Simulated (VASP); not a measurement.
Wanted: the native input for a VASP 6.6.1 run.

```yaml
Task: single point
Functional: LDA
Potentials_or_basis: VASP PAW LDA potentials, release 64 (Ta_pv, Sc_sv, O)
Cutoff: 520 eV
k_mesh: 1 × 1 × 1, shifted
Occupations: fermi-dirac, width 0.01 eV
Spin: collinear spin
Fixed_moment: 2 μB
Dipole_correction: no
Further_INCAR_settings: ALGO = Normal; EDIFF = 1e-06; NBANDS = 128
```

The structure of ScTa7O20 (a cell with a defect) lies in POSCAR:

```
ScTa7O20
1.0
    0.0000000000     11.9846651819      3.5696847681
    5.7020527302      0.0000000000      3.5696847681
    5.7020527302     11.9846651819      0.0000000000
Ta Sc O
7 1 20
Direct
    0.1066301324      0.3956082179      0.7502710507
    0.5996493885      0.9019812674      0.2574396643
    0.8985738700      0.6033955369      0.2454114761
    0.2456509597      0.2567788828      0.3943096450
    0.7459459221      0.7559636744      0.8984468742
    0.2549191122      0.2474692596      0.0929686064
    0.7590663783      0.7426856460      0.5998260562
    0.4074207140      0.0954134630      0.7347393191
    0.3147605026      0.6844268318      0.5727989620
    0.8180356334      0.1866370273      0.0693519043
    0.1748741079      0.7984533977      0.9315667930
    0.7039373709      0.3269799633      0.4019601362
    0.4282937960      0.5754269368      0.1798118383
    0.9275350516      0.0736548221      0.6811169477
    0.0769995190      0.9314339456      0.3160025030
    0.5717584885      0.4242891228      0.8222687245
    0.4156885000      0.0874952233      0.3261277763
    0.9139576432      0.5878442872      0.8297895594
    0.0771148630      0.4238295205      0.1939100845
    0.5866008771      0.9121423434      0.6898711194
    0.1697049794      0.3342891415      0.5812346035
    0.6767948565      0.8251785765      0.0853803274
    0.3112862372      0.1930951633      0.9236274871
    0.8176482485      0.6832291059      0.4226273647
    0.2582073170      0.2439674019      0.7295208110
    0.7415164433      0.7600275998      0.2609637632
    0.2630823568      0.2400360118      0.2413088266
    0.7675496352      0.7348687911      0.7418607913
```

The input as run:

INCAR

```
SYSTEM = ScTa7O20
ALGO = Normal
EDIFF = 1E-6
ENCUT = 520
GGA_COMPAT = .False.
ISIF = 2
ISMEAR = -1
ISPIN = 2
LASPH = .True.
LCHARG = .False.
LMAXMIX = 4
LORBIT = 11
LREAL = .False.
LWAVE = .False.
MAGMOM = -0.01 -0.01 -0.01 -0.01 -0.01 -0.01 -0.01 -0.01 0.1 0.1 0.17 0.18 0.09 0.09 0.15 0.16 0.01 0.01 0.04 0.01 0.01 0.01 0.09 0.03 0.22 0.21 0.21 0.18
NBANDS = 128
NELM = 200
NUPDOWN = 2.0
PREC = Accurate
SIGMA = 0.01
```

KPOINTS

```
Automatic mesh
0
Gamma
  1 1 1
  0.25 0.25 0.25
```

Potentials or basis: VASP PAW LDA potentials, release 64 (Ta_pv, Sc_sv, O).

Command:

```sh
$ cat potpaw_LDA.64/Ta_pv/POTCAR potpaw_LDA.64/Sc_sv/POTCAR potpaw_LDA.64/O/POTCAR > POTCAR
$ mpirun -np 1 vasp_std > vasp.out
```

Results of the run:

```
Pressure                                              : -0.6 GPa
Largest force                                         : 0.193 eV/Å
Net moment                                            : 2.00 μB per cell
Site moments                                          : Ta -0.02; Sc -0.01; O +0.09, +0.15, +0.16, +0.08, +0.13, +0.14, +0.01, +0.03, +0.19 (each value once) μB
Valence electrons inside the program's atomic spheres : Ta 9.07, 9.04, 9.03, 9.05, 9.06 (each value once); Sc 9.62; O 5.05, 5.00, 5.04, 5.03, 5.07, 5.06, 5.01 (each value once)
```

Caveat: the k points lie up to 0.54 Å⁻¹ apart; the total moment is fixed, so each spin has its own Fermi level and the state may be an excited one.

Run time: 20 min on 1 thread of Oxide Virtual Turin-like Processor, on a shared host, peak memory 0.91 GiB.
